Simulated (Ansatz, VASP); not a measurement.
# ZrS2: VASP beside Ansatz

```
Zr S
1.0
     3.67436    0.00000    0.00000
    -1.83718    3.18209    0.00000
     0.00000    0.00000    5.85714
Zr S
1 2
Direct
  0.00000 0.00000 0.00000
  0.66667 0.33333 0.75376
  0.33333 0.66667 0.24624
```

Alike in both runs: task single point; functional HSE06; k mesh 6 × 6 × 4; no spin polarisation.

|  | VASP | Ansatz |
| --- | --- | --- |
| version | VASP 6.6.1 | Ansatz 0.2.0 |
| potentials or method | VASP PAW PBE potentials, release 64 (Zr_sv, S) | plane waves, PAW |
| plane-wave cutoff (eV) | 400 | 420 |
| occupations | gaussian, width 0.01 eV | fixed |
| valence electrons in the cell | 24 | 24 |

VASP gave:

- gap on the k mesh at the Fermi level (eV): 1.68
- pressure (GPa): 0.0
- traceless stress, the component that is largest in VASP (GPa): 0.47
- rms of the force components (eV/Å): 0.087

Task: Which values does Ansatz return?

Result: gap on the k mesh at the Fermi level (eV): 1.68; pressure (GPa): 0.1; traceless stress, the component that is largest in VASP (GPa): 0.43; rms of the force components (eV/Å): 0.089.

Atom by atom the forces differ by 0.002 eV/Å (rms over components). Ansatz's warnings: stress exchange threshold loose, stress scf threshold loose.
